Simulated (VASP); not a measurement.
# Te (P3_221) in VASP: a series of runs, part 2 of 2

VASP 6.6.1. The steps go on from the part before.

## Step 4: Single point, PBE (33.09 Å³/atom)

This run uses another cell than the first one, of 33.09 Å³/atom.

INCAR

```
ALGO     = Normal         # electronic algorithm
EDIFF    = 1E-6           # SCF threshold, eV
ENCUT    = 520            # plane-wave cutoff, eV
GGA      = PE             # functional
ISIF     = 2              # what is computed and relaxed
ISMEAR   = -1             # smearing method
LASPH    = True           # aspherical terms in the spheres
LCHARG   = True           # write CHGCAR
LELF     = True           # ELF
LREAL    = False          # projectors in reciprocal space
LVHAR    = True         
LWAVE    = False          # write WAVECAR
NBANDS   = 16             # bands
NELM     = 80             # most SCF steps
PREC     = Accurate       # precision mode
SIGMA    = 0.05           # smearing width, eV
```

KPOINTS

```
k-points
0
Gamma
  7 7 5
```

POSCAR

```
Te
1.0
    4.4170839329      0.0000000000      0.0000000000
   -2.2085419665      3.8253068966      0.0000000000
    0.0000000000      0.0000000000      5.8752213542
Te
3
Direct
    0.7310000000      0.7310000000      0.5000000000
    0.0000000000      0.2690000000      0.8333333333
    0.2690000000      0.0000000000      0.1666666667
```

Potentials or basis: VASP PAW PBE potentials, release 64 (Te).

Launch:

```bash
$ cat potpaw_PBE.64/Te/POTCAR > POTCAR
$ mpirun -np 1 vasp_std > vasp.out
```

OUTCAR:

```text
EDIFF = 1E-6
   ENCUT = 520
   GGA = PE
   ISIF = 2
   ISMEAR = -1
   LASPH = True
   LREAL = False
   NELM = 80
   PREC = Accurate

 ion  position               nearest neighbor table
   1  0.731  0.731  0.500-   3 2.84   2 2.84   2 3.44   3 3.44   2 3.44   3 3.44
   2  0.000  0.269  0.833-   1 2.84   3 2.84   1 3.44   1 3.44   3 3.44   3 3.44
   3  0.269  0.000  0.167-   1 2.84   2 2.84   1 3.44   1 3.44   2 3.44   2 3.44

  LATTYP: Found a hexagonal cell.
 ALAT       =     4.4170839329
 C/A-ratio  =     1.3301131342

  Lattice vectors:

 A1 = (   4.4170839329,   0.0000000000,   0.0000000000)
 A2 = (  -2.2085419665,   3.8253068966,   0.0000000000)
 A3 = (   0.0000000000,   0.0000000000,   5.8752213542)

Analysis of symmetry for initial positions (statically):
=====================================================================
 Subroutine PRICEL returns:
 Original cell was already a primitive cell.

 Routine SETGRP: Setting up the symmetry group for a
 hexagonal supercell.

 Subroutine GETGRP returns: Found  6 space group operations
 (whereof  2 operations were pure point group operations)
 out of a pool of 24 trial point group operations.

The static configuration has the point symmetry C_2 .
 The point group associated with its full space group is D_3 .

Analysis of symmetry for dynamics (positions and initial velocities):
=====================================================================
 Subroutine PRICEL returns:
 Original cell was already a primitive cell.

 Routine SETGRP: Setting up the symmetry group for a
 hexagonal supercell.

 Subroutine GETGRP returns: Found  6 space group operations
 (whereof  2 operations were pure point group operations)
 out of a pool of 24 trial point group operations.

The dynamic configuration has the point symmetry C_2 .
 The point group associated with its full space group is D_3 .

 Subroutine INISYM returns: Found  6 space group operations
 (whereof  2 operations are pure point group operations),
 and found     1 'primitive' translations

----------------------------------------------------------------------------------------

                                     Primitive cell

  volume of cell :      99.2719

  direct lattice vectors                    reciprocal lattice vectors
     4.417083933  0.000000000  0.000000000     0.226393706  0.130708467  0.000000000
    -2.208541966  3.825306897  0.000000000     0.000000000  0.261416934  0.000000000
     0.000000000  0.000000000  5.875221354     0.000000000  0.000000000  0.170206353

  length of vectors
     4.417083933  4.417083933  5.875221354     0.261416934  0.261416934  0.170206353

  position of ions in fractional coordinates (direct lattice)
     0.731000000  0.731000000  0.500000000
     0.000000000  0.269000000  0.833333333
     0.269000000  0.000000000  0.166666667

  ion indices of the primitive-cell ions
   primitive index   ion index
                 1           1
                 2           2
                 3           3

----------------------------------------------------------------------------------------

 KPOINTS: k-points

Automatic generation of k-mesh.
 Grid dimensions read from file:
 generate k-points for:    7    7    5

 Generating k-lattice:

  Cartesian coordinates                     Fractional coordinates (reciprocal lattice)
     0.032341958  0.018672638  0.000000000     0.142857143 -0.000000000  0.000000000
     0.000000000  0.037345276  0.000000000     0.000000000  0.142857143  0.000000000
     0.000000000  0.000000000  0.034041271     0.000000000  0.000000000  0.200000000

  Length of vectors
     0.037345276  0.037345276  0.034041271

  Shift w.r.t. Gamma in fractional coordinates (k-lattice)
     0.000000000  0.000000000  0.000000000

 Subroutine IBZKPT returns following result:
 ===========================================

 Found     32 irreducible k-points:

 Following reciprocal coordinates:
            Coordinates               Weight
  0.000000  0.000000  0.000000      1.000000
  0.142857  0.000000  0.000000      6.000000
  0.285714  0.000000  0.000000      6.000000
  0.428571  0.000000  0.000000      6.000000
  0.142857  0.142857  0.000000      6.000000
  0.285714  0.142857  0.000000     12.000000
[... 16 lines left out ...]
  0.000000  0.142857  0.400000      6.000000
  0.285714  0.000000  0.400000      6.000000
 [... further k-points ...]
   k-points           NKPTS =     32   k-points in BZ     NKDIM =     32   number of bands    NBANDS=     16
   number of dos      NEDOS =    301   number of ions     NIONS =      3
   total plane-waves  NPLWV =  62208
   dimension x,y,z NGX =    36 NGY =   36 NGZ =   48
   dimension x,y,z NGXF=    72 NGYF=   72 NGZF=   96
   ions per type =               3
   NGX,Y,Z   is equivalent  to a cutoff of  13.55, 13.55, 13.58 a.u.
   NGXF,Y,Z  is equivalent  to a cutoff of  27.10, 27.10, 27.16 a.u.
 SYSTEM =  unknown system
   PREC   = accura    normal or accurate (medium, high low for compatibility)
   ISTART =      0    job   : 0-new  1-cont  2-samecut
   ICHARG =      2    charge: 1-file 2-atom 10-const
   ISPIN  =      1    spin polarized calculation?
   LNONCOLLINEAR =      F non collinear calculations
   LSORBIT =      F    spin-orbit coupling
   LASPH  =      T    aspherical Exc in radial PAW
   ENCUT  =  520.0 eV  38.22 Ry    6.18 a.u.   8.21  8.21 10.92*2*pi/ulx,y,z
   NELM   =     80;   NELMIN=  2; NELMDL= -5     # of ELM steps
   EDIFF  = 0.1E-05   stopping-criterion for ELM
   LREAL  =      F    real-space projection
   EDIFFG = 0.1E-04   stopping-criterion for IOM
   NSW    =      0    number of steps for IOM
   IBRION =     -1    ionic relax: 0-MD 1-quasi-New 2-CG
   NFREE  =      0    steps in history (QN), initial steepest desc. (CG)
   ISIF   =      2    stress and relaxation
   ISYM   =      2    0-nonsym 1-usesym 2-fastsym
   POTIM  = 0.5000    time-step for ionic-motion
   TEBEG  =    0.0;   TEEND  =   0.0 temperature during run
   PSTRESS=    0.0 pullay stress
   NELECT =      18.0000    total number of electrons
   NUPDOWN=      -1.0000    fix difference up-down
   EMIN   =  10.00;   EMAX   =-10.00  energy-range for DOS
   EFERMI =   0.00;   METHOD = LEGACY
   ISMEAR =    -1;   SIGMA  =   0.05  broadening in eV -4-tet -1-fermi 0-gaus
   EFERMI_NEDOS =   21; number of points for ismear=-14 and -15
   IALGO  =     38    algorithm
   IMIX   =      4    mixing-type and parameters
     AMIX     =   0.40;   BMIX     =  1.00
     AMIX_MAG =   1.60;   BMIX_MAG =  1.00
  volume/ion in A,a.u.               =      33.09       223.31
  Fermi-wavevector in a.u.,A,eV,Ry     =   0.926596  1.751012 11.681684  0.858580
  Thomas-Fermi vector in A             =   2.052575
   LORBIT       =      0    0 simple, 1 ext, 2 COOP (PROOUT), +10 PAW based schemes
   GGA     = PE    functional components
   LHFCALC =     F    Hartree Fock is set to
   AEXX    =    0.0000 exact exchange contribution
   IVDW    =     0    specifies the selected vdW correction
   LEPSILON=     F    determine dielectric tensor
   LRPA    =     F    only Hartree local field effects (RPA)
 non-spin polarized calculation
  energy-cutoff  :      520.00
  volume of cell :       99.27
 maximum number of plane-waves:      2694
 NGX is ok and might be reduce to    36
   NGX = 17   NGY = 17   NGZ = 21

 number of electron      18.0000000 magnetization

 Free energy of the ion-electron system (eV)
  ---------------------------------------------------
  ext. energy  EPLUGINS =         0.00000000
  ---------------------------------------------------
  free energy    TOTEN  =        -9.38395912 eV

  energy without entropy =       -9.38386639  energy(sigma->0) =       -9.38391276

 E-fermi :   6.4600     XC(G=0):  -9.1799

 val. band max:        6.1183676836   @ k =   0.2857   0.2857   0.4000
 cond. band min:       6.7389523122   @ k =   0.0000   0.0000   0.4000
 fundamental gap:      0.6205846285
 Fermi energy:         6.4600162571

 k-point     1 :       0.0000    0.0000    0.0000
  band No.  band energies     occupation
      1      -7.5353      2.00000
      2      -4.1107      2.00000
      3      -4.1107      2.00000
      4       3.1185      2.00000
      5       3.4884      2.00000
      6       3.4884      2.00000
[... 433 lines left out ...]
      3      -2.9260      2.00000
      4       1.2335      2.00000
      5       2.2341      2.00000
      6       2.9933      2.00000
[... 8 lines left out ...]
     15      12.9397      0.00000
     16      13.6407      0.00000

 [... further k-points ...]

------------------------ aborting loop because EDIFF is reached ----------------------------------------

  FORCE on cell =-STRESS in cart. coord.  units (eV):
  Direction    XX          YY          ZZ          XY          YZ          ZX
  --------------------------------------------------------------------------------------
  -------------------------------------------------------------------------------------
  Total        1.5364001      1.5364001      2.1625167     -0.0000000      0.0000000      0.0000000
  in kB       24.7964061     24.7964061     34.9014825     -0.0000000      0.0000000      0.0000000
  external PRESSURE =      28.1647649 kB  Pullay stress =       0.0000000 kB

 VOLUME and BASIS-vectors are now :
 -----------------------------------------------------------------------------
  energy-cutoff  :      520.00
  volume of cell :       99.27
      direct lattice vectors                 reciprocal lattice vectors
     4.417083933  0.000000000  0.000000000     0.226393706  0.130708467  0.000000000
    -2.208541966  3.825306897  0.000000000     0.000000000  0.261416934  0.000000000
     0.000000000  0.000000000  5.875221354     0.000000000  0.000000000  0.170206353

 POSITION                                       TOTAL-FORCE (eV/Angst)
 -----------------------------------------------------------------------------------
      1.61444      2.79630      2.93761        -0.148986     -0.258051      0.000000
     -0.59410      1.02901      4.89602        -0.148986      0.258051      0.000000
      1.18820      0.00000      0.97920         0.297971      0.000000     -0.000000
 -----------------------------------------------------------------------------------
    total drift:                               -0.000000      0.000000      0.000000

  FREE ENERGIE OF THE ION-ELECTRON SYSTEM (eV)
  ---------------------------------------------------
  free  energy   TOTEN  =        -9.3839591212 eV

  energy  without entropy=       -9.3838663948  energy(sigma->0) =       -9.38391276
```

Run time: 35 s. Hardware: 1 thread of Intel Xeon Platinum 8488C (Sapphire Rapids), shared host; peak memory 0.24 GiB.

Results:

| Property | Result |
| --- | --- |
| Free energy | -9.3840 eV |
| Pressure | 2.8 GPa |
| Largest force | 0.298 eV/Å |
| Band gap on the k mesh | 0.62 eV (least direct gap 0.80 eV) |

Forces on the atoms (eV/Å):
```
Te  -0.149 -0.258  0.000
Te  -0.149  0.258  0.000
Te   0.298  0.000  0.000
```

Caveat: spin-orbit coupling is left out, which moves the levels of the heavy elements.

## Step 5: Single point, PBE

This run uses another cell than the first one, of 33.77 Å³/atom.

INCAR

```
  PREC = Accurate
  ENCUT = 520
  EDIFF = 1E-7
  ISMEAR = -1
  SIGMA = 0.05
  LREAL = F
  LASPH = T
  NELM = 80
  ALGO = Normal
  ISIF = 2
  LWAVE = F
  LCHARG = T
  GGA = PE
  LELF = T
  LVHAR = T
  NBANDS = 16
```

KPOINTS

```
Automatic mesh
0
Gamma
  7 7 5
```

POSCAR

```
Te
1.0
    4.4469300000      0.0000000000      0.0000000000
   -2.2234650000      3.8511543489      0.0000000000
    0.0000000000      0.0000000000      5.9149200000
Te
3
Direct
    0.7310000000      0.7310000000      0.5000000000
    0.0000000000      0.2690000000      0.8333333333
    0.2690000000      0.0000000000      0.1666666667
```

Launch:

```bash
$ cat potpaw_PBE.64/Te/POTCAR > POTCAR
$ mpirun -np 1 vasp_std > vasp.out
```

It took 40 s on 1 thread of Intel Xeon Platinum 8488C (Sapphire Rapids), shared host; peak memory 0.24 GiB.

The run converged. Its results:

```
Free energy            : -9.4124 eV
Pressure               : 1.7 GPa
Largest force          : 0.185 eV/Å
Band gap on the k mesh : 0.63 eV (least direct gap 0.79 eV)
```

Forces in eV/Å, atoms in the order of the input:
```
Te  -0.093 -0.161  0.000
Te  -0.093  0.161  0.000
Te   0.185  0.000  0.000
```

Stress tensor (GPa, compression positive):
```
1.52 0.00 0.00
0.00 1.52 0.00
0.00 0.00 2.05
```

Levels at points of the mesh, in eV from the valence-band top:
| k point | band 5 | band 6 | band 7 | band 8 | band 9 | band 10 | band 11 | band 12 | band 13 | band 14 |
| --- | --- | --- | --- | --- | --- | --- | --- | --- | --- | --- |
| (0.00, 0.00, 0.00) | -2.59 | -2.59 | -1.53 | -1.53 | -0.70 | 1.17 | 1.17 | 1.77 | 5.11 | 5.11 |

Caveat: spin-orbit coupling is left out, which moves the levels of the heavy elements. A k mesh can miss the band edges.

## Step 6: Single point, PBE (33.77 Å³/atom)

This run uses another cell than the first one, of 33.77 Å³/atom.

INCAR

```
SYSTEM = Te
PREC = Accurate ; ENCUT = 520
EDIFF = 1E-7 ; ISMEAR = -1
SIGMA = 0.05 ; LREAL = .FALSE.
LASPH = .TRUE. ; NELM = 60
ALGO = Normal ; ISIF = 2
LWAVE = .FALSE. ; LCHARG = .FALSE.
GGA = PE ; NBANDS = 16
```

KPOINTS

```
Automatic mesh
0
G
  7 7 5
  0 0 0
```

POSCAR is that of step 5.

Potentials or basis: VASP PAW PBE potentials, release 64 (Te).

Launch:

```bash
$ cat potpaw_PBE.64/Te/POTCAR > POTCAR
$ mpirun -np 1 vasp_std > vasp.out
```

Run time: 41 s. Hardware: 1 thread of Intel Xeon Platinum 8488C (Sapphire Rapids), shared host; peak memory 0.24 GiB.

It converged, with:

```yaml
Free_energy: -9.4124 eV
Pressure: 1.7 GPa
Largest_force: 0.185 eV/Å
Band_gap_on_the_k_mesh: 0.63 eV (least direct gap 0.79 eV)
```

Forces on the atoms (eV/Å):
```
Te  -0.093 -0.161  0.000
Te  -0.093  0.161  0.000
Te   0.185  0.000  0.000
```

Stress tensor (GPa, compression positive):
```
1.52 0.00 0.00
0.00 1.52 0.00
0.00 0.00 2.05
```

Levels at points of the mesh, in eV from the valence-band top:
```tsv
k point	band 6	band 7	band 8	band 9	band 10	band 11	band 12	band 13
(0.00, 0.00, 0.00)	-2.59	-1.53	-1.53	-0.70	1.17	1.17	1.77	5.11
```

Caveat: spin-orbit coupling is left out, which moves the levels of the heavy elements.

## Step 7: The runs side by side

| cell | gap on the mesh (eV) | pressure (GPa) | largest force (eV/Å) |
| --- | --- | --- | --- |
| a = 4.356, b = 4.356, c = 5.794 Å, angles 90.0, 90.0, 120.0°, 3 atoms | 0.61 | 5.5 | 0.55 |
| a = 4.387, b = 4.387, c = 5.835 Å, angles 90.0, 90.0, 120.0°, 3 atoms | 0.61 | 4.1 | 0.42 |
| a = 4.417, b = 4.417, c = 5.875 Å, angles 90.0, 90.0, 120.0°, 3 atoms | 0.62 | 2.8 | 0.30 |
| a = 4.447, b = 4.447, c = 5.915 Å, angles 90.0, 90.0, 120.0°, 3 atoms | 0.63 | 1.7 | 0.19 |

Alike in all rows: task single point; level PBE; potentials or basis VASP PAW PBE potentials, release 64 (Te); no spin polarisation; k mesh 7 × 7 × 5; cutoff (eV) 520; smearing fermi-dirac 0.05 eV.

Caveats: spin-orbit coupling is left out, which moves the levels of the heavy elements; the cell stands under pressure (at least some runs).

Total energies depend on the potentials used, so only differences within one code and one set of settings carry meaning.
